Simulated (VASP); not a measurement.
# InSe in VASP: further runs, part 2 of 2

VASP 6.6.1. The steps go on from the part before.

## (3) Electric field gradients, PBEsol (zz strain of +3 %)

INCAR

```
ALGO = Normal
EDIFF = 1E-8
ENCUT = 520
GGA = PS
ISIF = 2
ISMEAR = -1
LASPH = T
LCHARG = F
LEFG = T
LREAL = F
LWAVE = F
NBANDS = 27
NELM = 100
PREC = Accurate
SIGMA = 0.02
```

KPOINTS

```
k-points
0
Gamma
  7 7 6
```

POSCAR

```
InSe
1.0
    5.8679026766     -2.0550000000      0.0000000000
    5.8679026766      2.0550000000      0.0000000000
   -1.5994156962      0.0000000000      4.4533660986
In Se
2 2
Direct
    0.8840000000      0.8840000000      0.0050000000
    0.1160000000      0.1160000000      0.9950000000
    0.6600000000      0.6600000000      0.6420000000
    0.3400000000      0.3400000000      0.3580000000
```

Potentials or basis: VASP PAW PBE potentials, release 64 (In_d, Se).

Run with:

```console
$ cat potpaw_PBE.64/In_d/POTCAR potpaw_PBE.64/Se/POTCAR > POTCAR
$ mpirun -np 1 vasp_std > vasp.out
```

OUTCAR:

```text
EDIFF = 1E-8
   ENCUT = 520
   GGA = PS
   ISIF = 2
   ISMEAR = -1
   LASPH = T
   LREAL = F
   NELM = 100
   PREC = Accurate

 ion  position               nearest neighbor table
   1  0.884  0.884  0.005-   3 2.61   2 2.74   4 2.80   4 2.80   2 3.74   2 3.74
   2  0.116  0.116  0.995-   4 2.61   1 2.74   3 2.80   3 2.80   1 3.74   1 3.74
   3  0.660  0.660  0.642-   1 2.61   2 2.80   2 2.80
   4  0.340  0.340  0.358-   2 2.61   1 2.80   1 2.80

  LATTYP: Found a base centered monoclinic cell.
 ALAT       =    11.7358053532
 B/A-ratio  =     0.3502103074
 C/A-ratio  =     0.4031994859
 COS(beta)  =    -0.3380091729

  Lattice vectors:

 A1 = (   5.8679026766,  -2.0550000000,   0.0000000000)
 A2 = (   5.8679026766,   2.0550000000,   0.0000000000)
 A3 = (  -1.5994156962,   0.0000000000,   4.4533660986)

Analysis of symmetry for initial positions (statically):
=====================================================================
 Subroutine PRICEL returns:
 Original cell was already a primitive cell.

 Routine SETGRP: Setting up the symmetry group for a
 base centered monoclinic supercell.

 Subroutine GETGRP returns: Found  4 space group operations
 (whereof  4 operations were pure point group operations)
 out of a pool of  4 trial point group operations.

The static configuration has the point symmetry C_2h.

Analysis of symmetry for dynamics (positions and initial velocities):
=====================================================================
 Subroutine PRICEL returns:
 Original cell was already a primitive cell.

 Routine SETGRP: Setting up the symmetry group for a
 base centered monoclinic supercell.

[... 170 lines left out ...]
      6      -9.7249      2.00000
[... 709 lines left out ...]
     26      10.8945      0.00000
     27      12.0048      0.00000

 [... further k-points ...]
[... 5 lines left out ...]
  --------------------------------------------------------------------------------------
  -------------------------------------------------------------------------------------
  Total        0.3711559     -1.6397234     -1.7889783      0.0000000      0.0000000      1.0478598
  in kB        5.5367362    -24.4606529    -26.6871704      0.0000000      0.0000000     15.6314988
  external PRESSURE =     -15.2036957 kB  Pullay stress =       0.0000000 kB

 VOLUME and BASIS-vectors are now :
 -----------------------------------------------------------------------------
  energy-cutoff  :      520.00
  volume of cell :      107.40
      direct lattice vectors                 reciprocal lattice vectors
     5.867902677 -2.055000000  0.000000000     0.085209321 -0.243309002  0.030602722
     5.867902677  2.055000000  0.000000000     0.085209321  0.243309002  0.030602722
    -1.599415696  0.000000000  4.453366099     0.000000000  0.000000000  0.224549246

 POSITION                                       TOTAL-FORCE (eV/Angst)
 -----------------------------------------------------------------------------------
     10.36645      0.00000      0.02227        -0.437760      0.000000      0.534349
     -0.23007      0.00000      4.43110         0.437760      0.000000     -0.534349
      6.71881      0.00000      2.85906        -0.579719      0.000000      0.282847
      3.41758      0.00000      1.59431         0.579719      0.000000     -0.282847
 -----------------------------------------------------------------------------------
    total drift:                               -0.000000     -0.000000      0.000000

  FREE ENERGIE OF THE ION-ELECTRON SYSTEM (eV)
  ---------------------------------------------------
  free  energy   TOTEN  =       -15.4222746937 eV

  energy  without entropy=      -15.4222746937  energy(sigma->0) =      -15.42227469

 Electric field gradients (V/A^2)
---------------------------------------------------------------------
 ion       V_xx      V_yy      V_zz      V_xy      V_xz      V_yz
---------------------------------------------------------------------
   1    -172.833    98.382    74.451    -0.000   -41.474     0.000
   2    -172.833    98.382    74.451    -0.000   -41.474     0.000
   3      69.134   -34.412   -34.723     0.000    21.264     0.000
   4      69.134   -34.412   -34.723     0.000    21.264     0.000
---------------------------------------------------------------------

 Electric field gradients after diagonalization (V/A^2)
 (convention: |V_zz| > |V_xx| > |V_yy|)
----------------------------------------------------------------------
 ion       V_xx      V_yy      V_zz     asymmetry (V_yy - V_xx)/ V_zz
----------------------------------------------------------------------
   1      98.382    81.221  -179.604       0.096
   2      98.382    81.221  -179.604       0.096
   3     -38.908   -34.412    73.319       0.061
   4     -38.908   -34.412    73.319       0.061
----------------------------------------------------------------------

           NMR quadrupolar parameters

 Cq : quadrupolar parameter    Cq=e*Q*V_zz/h
 eta: asymmetry parameters     (V_yy - V_xx)/ V_zz
 Q  : nuclear electric quadrupole moment in mb (millibarn)
----------------------------------------------------------------------
 ion       Cq(MHz)       eta       Q (mb)
----------------------------------------------------------------------
   1      -0.434       0.096       1.000
   2      -0.434       0.096       1.000
   3       0.177       0.061       1.000
   4       0.177       0.061       1.000
----------------------------------------------------------------------
```

stdout:

```text
POSCAR found type information on POSCAR InSe
 POSCAR found :  2 types and       4 ions
 scaLAPACK will be used
 -----------------------------------------------------------------------------
|                                                                             |
|                                                                             |
|     You enforced a specific xc type in the INCAR file but a different       |
|     I HOPE YOU KNOW WHAT YOU ARE DOING!                                     |
|                                                                             |
 -----------------------------------------------------------------------------

 LDA part: xc-table for (Slater+PW92), standard interpolation
 POSCAR, INCAR and KPOINTS ok, starting setup
 FFT: planning ... GRIDC
 FFT: planning ... GRID_SOFT
 FFT: planning ... GRID
 WAVECAR not read
 entering main loop
ion   1

ion   2

ion   3

ion   4
```

Run time: 6.3 min. Hardware: 1 thread of Oxide Virtual Turin-like, shared host; peak memory 0.38 GiB.

Results:

```yaml
Free_energy: -15.4223 eV
Pressure: -1.5 GPa
Largest_force: 0.691 eV/Å
Band_gap_on_the_k_mesh: 0.91 eV (least direct gap 1.29 eV)
Largest_electric_field_gradient_by_atom: In -179.6; Se +73.3 V/Å²
```

Forces on the atoms (eV/Å):
```
In  -0.438  0.000  0.534
In   0.438  0.000 -0.534
Se  -0.580  0.000  0.283
Se   0.580  0.000 -0.283
```

Stress tensor (GPa, compression positive):
```
 0.55  0.00  1.56
 0.00 -2.45  0.00
 1.56  0.00 -2.67
```

Levels at points of the mesh, in eV from the valence-band top:
```csv
k point,band 17,band 18,band 19,band 20,band 21,band 22
"(0.00, 0.00, 0.00)",-2.06,-1.77,-0.97,2.72,3.46,4.28
"(0.00, 0.00, 0.50)",-1.43,-1.03,-0.34,1.05,2.15,3.43
```

Electric field gradients, principal values (V/Å²):
```
atom    least   middle  greatest (by size)
1 In   81.221   98.382            -179.604
2 In   81.221   98.382            -179.604
3 Se  -34.412  -38.908              73.319
4 Se  -34.412  -38.908              73.319
```

Caveat: the cell differs from its parent crystal (zz strain of +3 %); without QUAD_EFG the Cq values of the log hold for a quadrupole moment of 1 mb, not for the nuclei; the PAW data sets were made with another functional, which shifts forces and pressure a little; spin-orbit coupling is left out, which moves the levels of the heavy elements.

## (4) Electric field gradients, PBEsol (zz strain of +3 %)

INCAR

```
SYSTEM = InSe
  ALGO = Normal
  EDIFF = 1E-8
  ENCUT = 520
  GGA = PS
  ISIF = 2
  ISMEAR = -1
  LASPH = .True.
  LCHARG = .False.
  LEFG = .True.
  LREAL = .False.
  LWAVE = .False.
  NBANDS = 27
  NELM = 80
  PREC = Accurate
  SIGMA = 0.02
```

KPOINTS

```
k-points
0
Gamma
  7 7 6
  0 0 0
```

POSCAR is that of step 3.

Potentials or basis: VASP PAW PBE potentials, release 64 (In_d, Se).

Run with:

```console
$ cat potpaw_PBE.64/In_d/POTCAR potpaw_PBE.64/Se/POTCAR > POTCAR
$ mpirun -np 1 vasp_std > vasp.out
```

OUTCAR:

```text
SYSTEM = InSe
   EDIFF = 1E-8
   ENCUT = 520
   GGA = PS
   ISIF = 2
   ISMEAR = -1
   LASPH = .True.
   LREAL = .False.
   NELM = 80
   PREC = Accurate

 ion  position               nearest neighbor table
   1  0.884  0.884  0.005-   3 2.61   2 2.74   4 2.80   4 2.80   2 3.74   2 3.74
   2  0.116  0.116  0.995-   4 2.61   1 2.74   3 2.80   3 2.80   1 3.74   1 3.74
   3  0.660  0.660  0.642-   1 2.61   2 2.80   2 2.80
   4  0.340  0.340  0.358-   2 2.61   1 2.80   1 2.80

  LATTYP: Found a base centered monoclinic cell.
 ALAT       =    11.7358053532
 B/A-ratio  =     0.3502103074
 C/A-ratio  =     0.4031994859
 COS(beta)  =    -0.3380091729

  Lattice vectors:

 A1 = (   5.8679026766,  -2.0550000000,   0.0000000000)
 A2 = (   5.8679026766,   2.0550000000,   0.0000000000)
 A3 = (  -1.5994156962,   0.0000000000,   4.4533660986)

Analysis of symmetry for initial positions (statically):
=====================================================================
 Subroutine PRICEL returns:
 Original cell was already a primitive cell.
[... 924 lines left out ...]
     10.36645      0.00000      0.02227        -0.437760      0.000000      0.534349
     -0.23007      0.00000      4.43110         0.437760      0.000000     -0.534349
      6.71881      0.00000      2.85906        -0.579719      0.000000      0.282847
      3.41758      0.00000      1.59431         0.579719      0.000000     -0.282847
 -----------------------------------------------------------------------------------
    total drift:                               -0.000000     -0.000000      0.000000

  FREE ENERGIE OF THE ION-ELECTRON SYSTEM (eV)
  ---------------------------------------------------
  free  energy   TOTEN  =       -15.4222746937 eV

  energy  without entropy=      -15.4222746937  energy(sigma->0) =      -15.42227469

 Electric field gradients (V/A^2)
---------------------------------------------------------------------
 ion       V_xx      V_yy      V_zz      V_xy      V_xz      V_yz
---------------------------------------------------------------------
   1    -172.833    98.382    74.451    -0.000   -41.474     0.000
   2    -172.833    98.382    74.451    -0.000   -41.474     0.000
   3      69.134   -34.412   -34.723     0.000    21.264     0.000
   4      69.134   -34.412   -34.723     0.000    21.264     0.000
---------------------------------------------------------------------

 Electric field gradients after diagonalization (V/A^2)
 (convention: |V_zz| > |V_xx| > |V_yy|)
----------------------------------------------------------------------
 ion       V_xx      V_yy      V_zz     asymmetry (V_yy - V_xx)/ V_zz
----------------------------------------------------------------------
   1      98.382    81.221  -179.604       0.096
   2      98.382    81.221  -179.604       0.096
   3     -38.908   -34.412    73.319       0.061
   4     -38.908   -34.412    73.319       0.061
----------------------------------------------------------------------

           NMR quadrupolar parameters

 Cq : quadrupolar parameter    Cq=e*Q*V_zz/h
 eta: asymmetry parameters     (V_yy - V_xx)/ V_zz
 Q  : nuclear electric quadrupole moment in mb (millibarn)
----------------------------------------------------------------------
 ion       Cq(MHz)       eta       Q (mb)
----------------------------------------------------------------------
   1      -0.434       0.096       1.000
   2      -0.434       0.096       1.000
   3       0.177       0.061       1.000
   4       0.177       0.061       1.000
----------------------------------------------------------------------
```

OSZICAR:

```text
N       E                     dE             d eps       ncg     rms          rms(c)
DAV:   1     0.334551141259E+03    0.33455E+03   -0.17562E+04  4755   0.160E+03
DAV:   2     0.234173884741E+02   -0.31113E+03   -0.30169E+03  4798   0.391E+02
DAV:   3    -0.142572302257E+02   -0.37675E+02   -0.37017E+02  6047   0.144E+02
DAV:   4    -0.158716408613E+02   -0.16144E+01   -0.16093E+01  5757   0.301E+01
DAV:   5    -0.159240466225E+02   -0.52406E-01   -0.52399E-01  6992   0.553E+00    0.601E+00
DAV:   6    -0.154552551432E+02    0.46879E+00   -0.89685E-01  6645   0.163E+01    0.360E+00
DAV:   7    -0.154267858513E+02    0.28469E-01   -0.32158E-01  7245   0.441E+00    0.112E+00
DAV:   8    -0.154225812653E+02    0.42046E-02   -0.34920E-02  6884   0.200E+00    0.516E-01
DAV:   9    -0.154222737883E+02    0.30748E-03   -0.49627E-03  7054   0.705E-01    0.178E-01
DAV:  10    -0.154222635713E+02    0.10217E-04   -0.41778E-04  5680   0.171E-01    0.968E-02
DAV:  11    -0.154222798101E+02   -0.16239E-04   -0.15252E-04  6839   0.140E-01    0.263E-02
DAV:  12    -0.154222744620E+02    0.53481E-05   -0.27869E-05  6767   0.587E-02    0.181E-02
DAV:  13    -0.154222747885E+02   -0.32649E-06   -0.29505E-06  6302   0.101E-02    0.103E-02
DAV:  14    -0.154222747343E+02    0.54160E-07   -0.92082E-07  6055   0.123E-02    0.260E-03
DAV:  15    -0.154222747018E+02    0.32495E-07   -0.86197E-08  5321   0.195E-03    0.922E-04
DAV:  16    -0.154222746884E+02    0.13419E-07   -0.10099E-08  3329   0.838E-04    0.235E-04
DAV:  17    -0.154222746937E+02   -0.52705E-08   -0.30708E-09  2709   0.469E-04
   1 F= -.15422275E+02 E0= -.15422275E+02  d E =-.329886E-11
```

stdout:

```text
POSCAR found type information on POSCAR InSe
 POSCAR found :  2 types and       4 ions
 scaLAPACK will be used
 -----------------------------------------------------------------------------
|                                                                             |
|                                                                             |
|     You enforced a specific xc type in the INCAR file but a different       |
|     I HOPE YOU KNOW WHAT YOU ARE DOING!                                     |
|                                                                             |
 -----------------------------------------------------------------------------

 LDA part: xc-table for (Slater+PW92), standard interpolation
 POSCAR, INCAR and KPOINTS ok, starting setup
 FFT: planning ... GRIDC
 FFT: planning ... GRID_SOFT
 FFT: planning ... GRID
 WAVECAR not read
 entering main loop
ion   1

ion   2

ion   3

ion   4
```

Run time: 7.1 min. Hardware: 1 thread of Oxide Virtual Turin-like, shared host; peak memory 0.38 GiB.

What came out:

* Free energy: -15.4223 eV
* Pressure: -1.5 GPa
* Largest force: 0.691 eV/Å
* Band gap on the k mesh: 0.91 eV (least direct gap 1.29 eV)
* Largest electric field gradient by atom: In -179.6; Se +73.3 V/Å²

Forces on the atoms (eV/Å):
```
In  -0.438  0.000  0.534
In   0.438  0.000 -0.534
Se  -0.580  0.000  0.283
Se   0.580  0.000 -0.283
```

Levels at points of the mesh, in eV from the valence-band top:
| k point | band 16 | band 17 | band 18 | band 19 | band 20 | band 21 | band 22 | band 23 |
| --- | --- | --- | --- | --- | --- | --- | --- | --- |
| (0.00, 0.00, 0.00) | -2.70 | -2.06 | -1.77 | -0.97 | 2.72 | 3.46 | 4.28 | 4.57 |
| (0.00, 0.00, 0.50) | -1.53 | -1.43 | -1.03 | -0.34 | 1.05 | 2.15 | 3.43 | 3.56 |

Electric field gradients, principal values (V/Å²):
| atom | least | middle | greatest (by size) |
| --- | --- | --- | --- |
| 1 In | 81.221 | 98.382 | -179.604 |
| 2 In | 81.221 | 98.382 | -179.604 |
| 3 Se | -34.412 | -38.908 | 73.319 |
| 4 Se | -34.412 | -38.908 | 73.319 |

Caveat: the cell differs from its parent crystal (zz strain of +3 %); without QUAD_EFG the Cq values of the log hold for a quadrupole moment of 1 mb, not for the nuclei; the PAW data sets were made with another functional, which shifts forces and pressure a little; spin-orbit coupling is left out, which moves the levels of the heavy elements. A k mesh can miss the band edges.
